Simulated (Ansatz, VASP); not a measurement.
# MgS: VASP beside Ansatz

```
CELL_PARAMETERS angstrom
0.00000 2.49758 2.39352
2.49758 0.00000 2.39352
2.49758 2.49758 0.00000
ATOMIC_POSITIONS crystal
Mg 0.00000 0.00000 0.00000
S 0.50000 0.50000 0.50000
```

Change from the starting cell: strain -0.040 along x and y, -0.080 along z, atoms carried along.

Alike in both runs: task single point; functional PBE; k mesh 8 × 8 × 8; occupations gaussian, width 0.05 eV; no spin polarisation.

|  | VASP | Ansatz |
| --- | --- | --- |
| version | VASP 6.6.1 | Ansatz 0.2.0 |
| potentials or method | VASP PAW PBE potentials, release 64 (Mg, S), cutoff 520 eV | scalar-relativistic, plane waves, PAW |
| valence electrons in the cell | 8 | 16 |

```tsv
	VASP	Ansatz	Ansatz less VASP
gap on the k mesh at the Fermi level (eV)	2.89	2.89	+0.003
least direct gap on the mesh (eV)	5.04	5.03	-0.003
pressure (GPa)	19.4	19.7	+0.32
traceless stress, the component that is largest in VASP (GPa)	7.00	6.98	-0.020
```

VASP's potentials hold 8 valence electrons a cell and Ansatz's 16, so a difference there can come from the potentials and not from the codes.
